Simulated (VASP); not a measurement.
# Ti (P6/mmm) in VASP: notebook

Runs on Ti. Level: PBE+D3(BJ). Tasks: single point, relaxation of cell and atoms.

Everything below comes from runs of VASP 6.6.1. Logs are shortened: lines on timing, memory, paths and dates and some standing lists are left out, and cuts for length are marked.

### Step 1. The cell of the first run

The structure is hexagonal, space group P6/mmm (No. 191). The conventional cell has a = 4.495 Å, b = 4.495 Å, c = 2.786 Å, α = 90.00°, β = 90.00°, γ = 120.00°. Within 3.7 Å of Ti (site symmetry 6/mmm) lie 14 Ti at 2.79 to 2.95 Å. Ti (site symmetry -6m2) has 11 Ti at 2.60 to 2.95 Å within 3.4 Å.

### Step 2. Single point, PBE+D3(BJ)

INCAR

```
SYSTEM = Ti
ALGO     = Normal         ! electronic algorithm
EDIFF    = 1E-6           ! SCF threshold, eV
ENCUT    = 520            ! plane-wave cutoff, eV
GGA      = PE             ! functional
ISIF     = 2              ! what is computed and relaxed
ISMEAR   = 0              ! smearing method
IVDW     = 12             ! dispersion correction
LASPH    = .TRUE.         ! aspherical terms in the spheres
LCHARG   = .FALSE.        ! write CHGCAR
LREAL    = .FALSE.        ! projectors in reciprocal space
LWAVE    = .FALSE.        ! write WAVECAR
NBANDS   = 25             ! bands
NELM     = 100            ! most SCF steps
PREC     = Accurate       ! precision mode
SIGMA    = 0.1            ! smearing width, eV
```

KPOINTS

```
k-points
0
G
  12 12 14
  0 0 0
```

POSCAR

```
Ti
1.0
    4.4947283945      0.0000000000      0.0000000000
   -2.2473641973      3.8925489728      0.0000000000
    0.0000000000      0.0000000000      2.7855838066
Ti
3
Direct
    0.0000000000      0.0000000000      0.0000000000
    0.3333333333      0.6666666667      0.5000000000
    0.6666666667      0.3333333333      0.5000000000
```

Potentials or basis: VASP PAW PBE potentials, release 64 (Ti_sv).

Command:

```console
$ cat potpaw_PBE.64/Ti_sv/POTCAR > POTCAR
$ mpirun -np 1 vasp_std > vasp.out
```

OUTCAR:

```text
SYSTEM = Ti
   EDIFF = 1E-6
   ENCUT = 520
   GGA = PE
   ISIF = 2
   ISMEAR = 0
   IVDW = 12
   LASPH = .TRUE.
   LREAL = .FALSE.
   NELM = 100
   PREC = Accurate
 IVDW          = 12

 ion  position               nearest neighbor table
   1  0.000  0.000  0.000-
   2  0.333  0.667  0.500-   3 2.60   3 2.60   3 2.60
   3  0.667  0.333  0.500-   2 2.60   2 2.60   2 2.60

  LATTYP: Found a hexagonal cell.
 ALAT       =     4.4947283945
 C/A-ratio  =     0.6197446346

  Lattice vectors:

 A1 = (   4.4947283945,   0.0000000000,   0.0000000000)
 A2 = (  -2.2473641973,   3.8925489728,   0.0000000000)
 A3 = (   0.0000000000,   0.0000000000,   2.7855838066)

Analysis of symmetry for initial positions (statically):
=====================================================================
 Subroutine PRICEL returns:
 Original cell was already a primitive cell.

 Routine SETGRP: Setting up the symmetry group for a
 hexagonal supercell.

 Subroutine GETGRP returns: Found 24 space group operations
 (whereof 24 operations were pure point group operations)
 out of a pool of 24 trial point group operations.

The static configuration has the point symmetry D_6h.

Analysis of symmetry for dynamics (positions and initial velocities):
=====================================================================
 Subroutine PRICEL returns:
 Original cell was already a primitive cell.

 Routine SETGRP: Setting up the symmetry group for a
 hexagonal supercell.

 Subroutine GETGRP returns: Found 24 space group operations
 (whereof 24 operations were pure point group operations)
 out of a pool of 24 trial point group operations.

The dynamic configuration has the point symmetry D_6h.

 Subroutine INISYM returns: Found 24 space group operations
 (whereof 24 operations are pure point group operations),
 and found     1 'primitive' translations

----------------------------------------------------------------------------------------

                                     Primitive cell

  volume of cell :      48.7364

  direct lattice vectors                    reciprocal lattice vectors
     4.494728395  0.000000000  0.000000000     0.222482854  0.128450535  0.000000000
    -2.247364197  3.892548973  0.000000000     0.000000000  0.256901071  0.000000000
     0.000000000  0.000000000  2.785583807     0.000000000  0.000000000  0.358991174

  length of vectors
     4.494728395  4.494728395  2.785583807     0.256901071  0.256901071  0.358991174

  position of ions in fractional coordinates (direct lattice)
     0.000000000  0.000000000  0.000000000
     0.333333333  0.666666667  0.500000000
     0.666666667  0.333333333  0.500000000

  ion indices of the primitive-cell ions
   primitive index   ion index
                 1           1
                 2           2
                 3           3

----------------------------------------------------------------------------------------

 KPOINTS: k-points

Automatic generation of k-mesh.
 Grid dimensions read from file:
 generate k-points for:   12   12   14

 Generating k-lattice:

  Cartesian coordinates                     Fractional coordinates (reciprocal lattice)
     0.018540238  0.010704211  0.000000000     0.083333333  0.000000000  0.000000000
     0.000000000  0.021408423  0.000000000     0.000000000  0.083333333  0.000000000
     0.000000000  0.000000000  0.025642227     0.000000000  0.000000000  0.071428571

  Length of vectors
     0.021408423  0.021408423  0.025642227

  Shift w.r.t. Gamma in fractional coordinates (k-lattice)
     0.000000000  0.000000000  0.000000000

 Subroutine IBZKPT returns following result:
 ===========================================

 Found    152 irreducible k-points:

 Following reciprocal coordinates:
            Coordinates               Weight
  0.000000  0.000000  0.000000      1.000000
  0.083333 -0.000000  0.000000      6.000000
  0.166667 -0.000000  0.000000      6.000000
  0.250000 -0.000000  0.000000      6.000000
  0.333333 -0.000000  0.000000      6.000000
  0.416667 -0.000000  0.000000      6.000000
[... 16 lines left out ...]
  0.250000 -0.000000  0.071429     12.000000
  0.333333 -0.000000  0.071429     12.000000
 [... further k-points ...]
   k-points           NKPTS =    152   k-points in BZ     NKDIM =    152   number of bands    NBANDS=     25
   number of dos      NEDOS =    301   number of ions     NIONS =      3
   total plane-waves  NPLWV =  31104
   dimension x,y,z NGX =    36 NGY =   36 NGZ =   24
   dimension x,y,z NGXF=    72 NGYF=   72 NGZF=   48
   ions per type =               3
   NGX,Y,Z   is equivalent  to a cutoff of  13.32, 13.32, 14.32 a.u.
   NGXF,Y,Z  is equivalent  to a cutoff of  26.63, 26.63, 28.65 a.u.
 SYSTEM =  Ti
   PREC   = accura    normal or accurate (medium, high low for compatibility)
   ISTART =      0    job   : 0-new  1-cont  2-samecut
   ICHARG =      2    charge: 1-file 2-atom 10-const
   ISPIN  =      1    spin polarized calculation?
   LNONCOLLINEAR =      F non collinear calculations
   LSORBIT =      F    spin-orbit coupling
   LASPH  =      T    aspherical Exc in radial PAW
   ENCUT  =  520.0 eV  38.22 Ry    6.18 a.u.   8.36  8.36  5.18*2*pi/ulx,y,z
   NELM   =    100;   NELMIN=  2; NELMDL= -5     # of ELM steps
   EDIFF  = 0.1E-05   stopping-criterion for ELM
   LREAL  =      F    real-space projection
   EDIFFG = 0.1E-04   stopping-criterion for IOM
   NSW    =      0    number of steps for IOM
   IBRION =     -1    ionic relax: 0-MD 1-quasi-New 2-CG
   NFREE  =      0    steps in history (QN), initial steepest desc. (CG)
   ISIF   =      2    stress and relaxation
   ISYM   =      2    0-nonsym 1-usesym 2-fastsym
   POTIM  = 0.5000    time-step for ionic-motion
   TEBEG  =    0.0;   TEEND  =   0.0 temperature during run
   PSTRESS=    0.0 pullay stress
   NELECT =      36.0000    total number of electrons
   NUPDOWN=      -1.0000    fix difference up-down
   EMIN   =  10.00;   EMAX   =-10.00  energy-range for DOS
   EFERMI =   0.00;   METHOD = LEGACY
   ISMEAR =     0;   SIGMA  =   0.10  broadening in eV -4-tet -1-fermi 0-gaus
   EFERMI_NEDOS =   21; number of points for ismear=-14 and -15
   IALGO  =     38    algorithm
   IMIX   =      4    mixing-type and parameters
     AMIX     =   0.40;   BMIX     =  1.00
     AMIX_MAG =   1.60;   BMIX_MAG =  1.00
  volume/ion in A,a.u.               =      16.25       109.63
  Fermi-wavevector in a.u.,A,eV,Ry     =   1.479873  2.796554 29.797082  2.190024
  Thomas-Fermi vector in A             =   2.593977
   LORBIT       =      0    0 simple, 1 ext, 2 COOP (PROOUT), +10 PAW based schemes
   GGA     = PE    functional components
   LHFCALC =     F    Hartree Fock is set to
   AEXX    =    0.0000 exact exchange contribution
   IVDW    =    12    specifies the selected vdW correction
   LEPSILON=     F    determine dielectric tensor
   LRPA    =     F    only Hartree local field effects (RPA)
 non-spin polarized calculation
 Gauss-broadening in eV      SIGMA  =   0.10
  energy-cutoff  :      520.00
  volume of cell :       48.74
 maximum number of plane-waves:      1337
 NGX is ok and might be reduce to    36
   NGX = 17   NGY = 17   NGZ = 11

 number of electron      36.0000011 magnetization

 Free energy of the ion-electron system (eV)
  ---------------------------------------------------
  ext. energy  EPLUGINS =         0.00000000
  ---------------------------------------------------
  free energy    TOTEN  =       -23.47884927 eV

  energy without entropy =      -23.46531930  energy(sigma->0) =      -23.47208429

 E-fermi :   8.9485     XC(G=0): -11.8164

 val. band max:        8.9399746556   @ k =   0.0000   0.0000   0.0000
 cond. band min:       8.9658492498   @ k =   0.3333   0.0833   0.0000
 fundamental gap:      0.0258745942
 Fermi energy:         8.9485358315

 k-point     1 :       0.0000    0.0000    0.0000
  band No.  band energies     occupation
      1     -47.8480      2.00000
      2     -47.5866      2.00000
      3     -47.3929      2.00000
      4     -24.1796      2.00000
      5     -24.1796      2.00000
      6     -24.1022      2.00000
[... 17 lines left out ...]
     24      10.8499      0.00000
     25      10.9455      0.00000

 k-point     2 :       0.0833   -0.0000    0.0000
  band No.  band energies     occupation
      1     -47.8465      2.00000
      2     -47.5849      2.00000
      3     -47.3963      2.00000
      4     -24.2173      2.00000
      5     -24.2106      2.00000
      6     -24.0637      2.00000
[... 17 lines left out ...]
     24      10.6686      0.00000
     25      11.1698      0.00000

 k-point     3 :       0.1667   -0.0000    0.0000
  band No.  band energies     occupation
      1     -47.8424      2.00000
      2     -47.5797      2.00000
      3     -47.4059      2.00000
      4     -24.2734      2.00000
      5     -24.2402      2.00000
      6     -24.0055      2.00000
[... 17 lines left out ...]
     24      10.5547      0.00000
     25      11.4419      0.00000

 k-point     4 :       0.2500   -0.0000    0.0000
  band No.  band energies     occupation
      1     -47.8371      2.00000
      2     -47.5707      2.00000
      3     -47.4209      2.00000
      4     -24.3236      2.00000
      5     -24.2428      2.00000
      6     -23.9522      2.00000
[... 17 lines left out ...]
     24      10.8266      0.00000
     25      11.7052      0.00000
[... 477 lines left out ...]
 k-point    22 :       0.1667   -0.0000    0.0714
  band No.  band energies     occupation
      1     -47.8385      2.00000
      2     -47.5771      2.00000
      3     -47.4028      2.00000
      4     -24.2658      2.00000
      5     -24.2340      2.00000
      6     -24.0042      2.00000
[... 17 lines left out ...]
     24      10.5926      0.00000
     25      11.5446      0.00000

 k-point    23 :       0.2500   -0.0000    0.0714
  band No.  band energies     occupation
      1     -47.8333      2.00000
      2     -47.5679      2.00000
      3     -47.4178      2.00000
      4     -24.3151      2.00000
      5     -24.2372      2.00000
      6     -23.9526      2.00000
[... 17 lines left out ...]
     24      10.8077      0.00000
     25      11.8218      0.00000

 k-point    24 :       0.3333   -0.0000    0.0714
  band No.  band energies     occupation
      1     -47.8283      2.00000
      2     -47.5552      2.00000
      3     -47.4359      2.00000
      4     -24.3533      2.00000
      5     -24.2130      2.00000
      6     -23.9120      2.00000
[... 17 lines left out ...]
     24      11.1383      0.00000
     25      11.7313      0.00000

 [... further k-points ...]

------------------------ aborting loop because EDIFF is reached ----------------------------------------

 Edisp (eV)   -1.93412

 E8    (eV) :    -0.9183

  FORCE on cell =-STRESS in cart. coord.  units (eV):
  Direction    XX          YY          ZZ          XY          YZ          ZX
  --------------------------------------------------------------------------------------
  -------------------------------------------------------------------------------------
  Total      -0.07845    -0.07845    -0.07689     0.00000     0.00000     0.00000
  in kB      -2.57893    -2.57893    -2.52780     0.00000     0.00000     0.00000
  external pressure =       -2.56 kB  Pullay stress =        0.00 kB

 VOLUME and BASIS-vectors are now :
 -----------------------------------------------------------------------------
  energy-cutoff  :      520.00
  volume of cell :       48.74
      direct lattice vectors                 reciprocal lattice vectors
     4.494728395  0.000000000  0.000000000     0.222482854  0.128450535  0.000000000
    -2.247364197  3.892548973  0.000000000     0.000000000  0.256901071  0.000000000
     0.000000000  0.000000000  2.785583807     0.000000000  0.000000000  0.358991174

 POSITION                                       TOTAL-FORCE (eV/Angst)
 -----------------------------------------------------------------------------------
      0.00000      0.00000      0.00000        -0.000000      0.000000     -0.000000
     -0.00000      2.59503      1.39279        -0.000000      0.000000      0.000000
      2.24736      1.29752      1.39279         0.000000     -0.000000     -0.000000
 -----------------------------------------------------------------------------------
    total drift:                                0.000000      0.000000     -0.000000

  FREE ENERGIE OF THE ION-ELECTRON SYSTEM (eV)
  ---------------------------------------------------
  free  energy   TOTEN  =       -25.4129682328 eV

  energy  without entropy=      -25.3994382572  energy(sigma->0) =      -25.40620324
```

Wall time 1.9 min (1 thread of AMD EPYC 9R45 (Zen 5), shared host); peak memory 0.26 GiB.

Results:

* Free energy: -25.4130 eV
* Pressure: -0.3 GPa
* Band gap on the k mesh: zero (band 18 reaches 9.20 eV, above the bottom of band 19 at 8.85 eV)
* Dispersion energy per atom: -0.645 eV

Levels at points of the mesh, in eV from the Fermi level:
```
           k point  band 14  band 15  band 16  band 17  band 18  band 19  band 20  band 21  band 22  band 23
(0.00, 0.00, 0.00)    -2.09    -0.72    -0.72    -0.63    -0.63    -0.01     0.72     1.35     1.35     1.90
(0.50, 0.00, 0.00)    -3.59    -2.75    -0.46    -0.44    -0.38     0.04     0.57     1.06     1.28     2.01
(0.00, 0.00, 0.50)    -2.26    -2.22    -1.74    -1.74    -1.73     1.10     1.10     1.33     1.33     3.13
(0.50, 0.00, 0.50)    -2.19    -1.82    -1.27    -0.69    -0.68     0.35     0.85     1.07     1.12     2.36
```

Caveat: pairwise dispersion overbinds metals, which lowers pressure and volume.

### Step 3. Relaxation of cell and atoms, PBE+D3(BJ)

This run uses another cell than the first one, of 17.02 Å³/atom, 1.048 times its volume.

INCAR

```
PREC = Accurate ; ENCUT = 600
EDIFF = 1E-6 ; ISMEAR = 0
SIGMA = 0.1 ; LREAL = F
LASPH = T ; NELM = 100
ALGO = Normal ; ISIF = 3
LWAVE = F ; LCHARG = F
GGA = PE ; IVDW = 12
IBRION = 2 ; NSW = 100
EDIFFG = -0.005
```

KPOINTS

```
regular mesh
0
Gamma
  12 12 14
```

POSCAR

```
Ti
1.0
    4.5673748306      0.0000000000      0.0000000000
   -2.2836874153      3.9554626319      0.0000000000
    0.0000000000      0.0000000000      2.8262442700
Ti
3
Direct
    0.0000000000      0.0000000000      0.0000000000
    0.3333333300      0.6666666700      0.5000000000
    0.6666666700      0.3333333300      0.5000000000
```

Potentials or basis: VASP PAW PBE potentials, release 64 (Ti_sv).

Command:

```console
$ cat potpaw_PBE.64/Ti_sv/POTCAR > POTCAR
$ mpirun -np 1 vasp_std > vasp.out
```

It took 8.6 min on 1 thread of AMD EPYC 9R45 (Zen 5), shared host; peak memory 0.28 GiB.

The run converged. Its results:

* Free energy: -25.4136 eV
* Relaxed volume: 16.19 Å³/atom
* Relaxed cell: a = 4.489 Å, b = 4.489 Å, c = 2.783 Å, α = 90.00°, β = 90.00°, γ = 120.00°
* Space group after relaxing (to 0.05 Å): P6/mmm (No. 191)
* Energy gained by relaxing: 14.5 meV/atom
* Ionic steps: 7
* Pressure after relaxing: 0.0 GPa
* Band gap on the k mesh: zero (band 18 reaches 9.24 eV, above the bottom of band 19 at 8.89 eV)
* Dispersion energy per atom: -0.647 eV

The path:
```csv
step,energy change (eV),largest force (eV/Å),pressure (GPa),volume (Å³)
1,0.0000,0.0000,-5.38,51.06
2,-0.0207,0.0000,4.48,46.95
3,-0.0433,0.0000,0.04,48.61
4,-0.0433,0.0000,-0.08,48.66
5,-0.0433,0.0000,-0.12,48.65
6,-0.0433,0.0000,-0.11,48.65
7,-0.0434,0.0000,0.03,48.58
```

Final structure:
```cif
data_structure
_symmetry_space_group_name_H-M 'P 1'
_symmetry_Int_Tables_number 1
_cell_length_a 4.4895
_cell_length_b 4.4895
_cell_length_c 2.7830
_cell_angle_alpha 90.000
_cell_angle_beta 90.000
_cell_angle_gamma 120.000
_cell_volume 48.58
loop_
_atom_site_label
_atom_site_type_symbol
_atom_site_fract_x
_atom_site_fract_y
_atom_site_fract_z
_atom_site_occupancy
Ti1 Ti 0.00000 0.00000 0.00000 1
Ti2 Ti 0.33333 0.66667 0.50000 1
Ti3 Ti 0.66667 0.33333 0.50000 1
```

Levels at points of the mesh, in eV from the Fermi level:
```csv
k point,band 16,band 17,band 18,band 19,band 20,band 21
"(0.00, 0.00, 0.00)",-0.72,-0.63,-0.63,-0.01,0.72,1.36
"(0.50, 0.00, 0.00)",-0.46,-0.44,-0.39,0.04,0.57,1.06
"(0.00, 0.00, 0.50)",-1.75,-1.75,-1.73,1.11,1.11,1.34
"(0.50, 0.00, 0.50)",-1.28,-0.70,-0.69,0.35,0.85,1.08
```

Caveat: pairwise dispersion overbinds metals, which lowers pressure and volume.

(Part 1 of 2 ends here.)
